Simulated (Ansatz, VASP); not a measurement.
## Al3Cu2 in VASP and in Ansatz

```xyz
5
Lattice="4.0986 0.0002 -0.0002 -2.0492 3.5495 0.0002 -0.0002 0.0001 4.9825" Properties=species:S:1:pos:R:3 pbc="T T T"
Al    0.0000    0.0000    0.0000
Al    0.0000    2.3665    1.7512
Al    2.0493    1.1833    3.2313
Cu   -0.0001    2.3664    4.1969
Cu    2.0493    1.1834    0.7856
```

Change from the starting cell: all atoms moved at random, sigma 0.4 Å a component, cell strained at random, sigma 0.01; relaxed back.

Alike in both runs: functional PBEsol; k mesh 12 × 12 × 8; occupations gaussian, width 0.15 eV; no spin polarisation.

Ansatz relaxed the structure, and its values are those at the end. VASP's run is a single point on that final structure, the one shown.

```csv
,VASP,Ansatz
version,VASP 6.6.1,Ansatz 0.2.0
potentials or method,"VASP PAW PBE potentials, release 64 (Al, Cu), cutoff 520 eV","scalar-relativistic, plane waves, PAW"
valence electrons in the cell,31,47
```

```csv
,VASP,Ansatz,Ansatz less VASP
gap on the k mesh at the Fermi level (eV),none,none,-
pressure (GPa),0.7,0.0,-0.70
```

VASP's potentials were made for PBE, not for PBEsol. A gap of «none» marks a metal or a gap that the smearing closes. VASP's potentials hold 31 valence electrons a cell and Ansatz's 47, so a difference there can come from the potentials and not from the codes.
